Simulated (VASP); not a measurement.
Set up this calculation in VASP 6.6.1, as the native input.

| Property | Result |
| --- | --- |
| Task | single point |
| Functional | LDA |
| Potentials or basis | VASP PAW LDA potentials, release 64 (Re) |
| Cutoff | 520 eV |
| k mesh | 11 × 11 × 3 |
| Occupations | fermi-dirac, width 0.05 eV |
| Spin | no spin polarisation |
| Dipole correction | no |
| Further INCAR settings | ALGO = Normal; EDIFF = 1e-06; NBANDS = 22 |

The structure of Re lies in POSCAR:

```
Re
1.0
    2.7289991972      0.0000000000      0.0000000000
   -1.3644995986      2.3633826317      0.0000000000
    0.0000000000      0.0000000000      8.8180351457
Re
4
Direct
    0.6666666667      0.3333333333      0.7500000000
    0.0000000000      0.0000000000      0.5000000000
    0.3333333333      0.6666666667      0.2500000000
    0.0000000000      0.0000000000      0.0000000000
```

This cell differs from its parent crystal: volume scaled by 0.96.

The input as run:

INCAR

```
PREC     = Accurate       # precision mode
ENCUT    = 520            # plane-wave cutoff, eV
EDIFF    = 1E-6           # SCF threshold, eV
ISMEAR   = -1             # smearing method
SIGMA    = 0.05           # smearing width, eV
LREAL    = False          # projectors in reciprocal space
LASPH    = True           # aspherical terms in the spheres
NELM     = 60             # most SCF steps
ALGO     = Normal         # electronic algorithm
ISIF     = 2              # what is computed and relaxed
LWAVE    = False          # write WAVECAR
LCHARG   = False          # write CHGCAR
NBANDS   = 22             # bands
```

KPOINTS

```
Automatic mesh
0
Gamma
  11 11 3
```

Potentials or basis: VASP PAW LDA potentials, release 64 (Re).

The run is started by

```bash
$ cat potpaw_LDA.64/Re/POTCAR > POTCAR
$ mpirun -np 1 vasp_std > vasp.out
```

Results of the run:

```yaml
Pressure: 4.7 GPa
Band_gap_on_the_k_mesh: zero (band 14 reaches 9.60 eV, above the bottom of band 15 at 6.96 eV)
```

Caveat: spin-orbit coupling is left out, which moves the levels of the heavy elements.

Run time: 25 s on 1 thread of Intel(R) Xeon(R) Platinum 8488C (Sapphire Rapids), with other jobs on the host, peak memory 0.16 GiB.
